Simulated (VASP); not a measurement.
CuAu: single point with r2SCAN

Crystal: CuAu.

```
Au Cu
1.0
     2.86588    0.00000    0.00000
     0.00000    2.86588    0.00000
     0.00000    0.00000    3.75727
Au Cu
1 1
Direct
  0.00000 0.00000 0.00000
  0.50000 0.50000 0.50000
```

```yaml
Program: VASP 6.6.1
Task: single point
Functional: r2SCAN
Potentials_or_basis: VASP PAW PBE potentials, release 64 (Au, Cu)
Cutoff: 520 eV
k_mesh: 9 × 9 × 7
Occupations: fermi-dirac, width 0.05 eV
Spin: no spin polarisation
```

* Pressure: -7.9 GPa
* Band gap on the k mesh: zero (band 11 reaches 11.18 eV, above the bottom of band 12 at 5.80 eV)

Stress tensor (GPa, compression positive):
```
-7.97  0.00  0.00
 0.00 -7.97  0.00
 0.00  0.00 -7.69
```

Levels at points of the mesh, in eV from the Fermi level:
```tsv
k point	band 8	band 9	band 10	band 11	band 12	band 13	band 14	band 15
(0.00, 0.00, 0.00)	-2.15	-1.74	-1.52	-1.52	2.33	7.91	10.30	10.30
```

Run time: 57 s on 1 thread of Intel(R) Xeon(R) Platinum 8559C (Emerald Rapids), with other jobs on the host, peak memory 0.17 GiB.

Caveat: the PAW data sets were made with another functional, which shifts forces and pressure a little; spin-orbit coupling is left out, which moves the levels of the heavy elements.
